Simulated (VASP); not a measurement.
The system is CrRe.

```
Cr Re
1.0
     0.00000    3.03789    3.03789
     3.03789    0.00000    3.03789
     3.03789    3.03789    0.00000
Cr Re
2 2
Direct
  0.50000 0.50000 0.50000
  0.75000 0.75000 0.75000
  0.00000 0.00000 0.00000
  0.25000 0.25000 0.25000
```

* Program: VASP 6.6.1
* Task: relaxation of cell and atoms
* Functional: PBE
* Potentials or basis: VASP PAW PBE potentials, release 64 (Cr_pv, Re)
* Cutoff: 600 eV
* k mesh: 6 × 6 × 6
* Occupations: gaussian, width 0.1 eV
* Spin: no spin polarisation

At the start: pressure -11.5 GPa; volume 14.02 Å³/atom.

Task: Where does the relaxation end?

Result: Over 4 steps the energy falls by 20.6 meV/atom and the volume is 13.47 Å³/atom (-3.9 %); space group Fd-3m (No. 227, to 0.1 Å) before and after.

The path:
```csv
step,energy change (eV),largest force (eV/Å),pressure (GPa),volume (Å³)
1,0.0000,0.0000,-11.46,56.07
2,0.5867,0.0000,42.70,48.32
3,-0.0821,0.0000,-0.55,53.95
4,-0.0822,0.0000,-0.01,53.86
```

Final structure:
```cif
data_structure
_symmetry_space_group_name_H-M 'P 1'
_symmetry_Int_Tables_number 1
_cell_length_a 4.2391
_cell_length_b 4.2391
_cell_length_c 4.2391
_cell_angle_alpha 60.000
_cell_angle_beta 60.000
_cell_angle_gamma 60.000
_cell_volume 53.86
loop_
_atom_site_label
_atom_site_type_symbol
_atom_site_fract_x
_atom_site_fract_y
_atom_site_fract_z
_atom_site_occupancy
Cr1 Cr 0.50000 0.50000 0.50000 1
Cr2 Cr 0.75000 0.75000 0.75000 1
Re1 Re 0.00000 0.00000 0.00000 1
Re2 Re 0.25000 0.25000 0.25000 1
```

Caveat: the run has no spin polarisation, though such a crystal can be magnetic.
